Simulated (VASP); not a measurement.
Input of a VASP 6.6.1 run:

Contents of INCAR:

```
PREC = Accurate ; ENCUT = 520
EDIFF = 1E-6 ; ISMEAR = 0
SIGMA = 0.1 ; LREAL = F
LASPH = T ; NELM = 100
ALGO = Normal ; ISIF = 2
LWAVE = F ; LCHARG = F
GGA = PE ; NBANDS = 14
```

The input KPOINTS:

```
Automatic mesh
0
Gamma
  6 6 4
```

POSCAR

```
RbH3
1.0
    2.6050155716     -2.6317063210      0.0000000000
    2.6050155716      2.6317063210      0.0000000000
    0.0000000000      0.0000000000      5.0107238678
Rb H
1 3
Direct
    0.0000000000      0.0000000000      0.0000000000
    0.5000000000      0.5000000000      0.2892701629
    0.5000000000      0.5000000000      0.5000000000
    0.5000000000      0.5000000000      0.7107298371
```

Potentials or basis: VASP PAW PBE potentials, release 64 (Rb_sv, H).

Run with:

```console
$ cat potpaw_PBE.64/Rb_sv/POTCAR potpaw_PBE.64/H/POTCAR > POTCAR
$ mpirun -np 1 vasp_std > vasp.out
```

(1) What does it give for the band gap on the k mesh?

(2) What does it give for the largest force?

(3) Predict the pressure.

Answers

(1) 1.82 eV (least direct gap 2.30 eV).

(2) 0.023 eV/Å.

(3) -0.2 GPa.
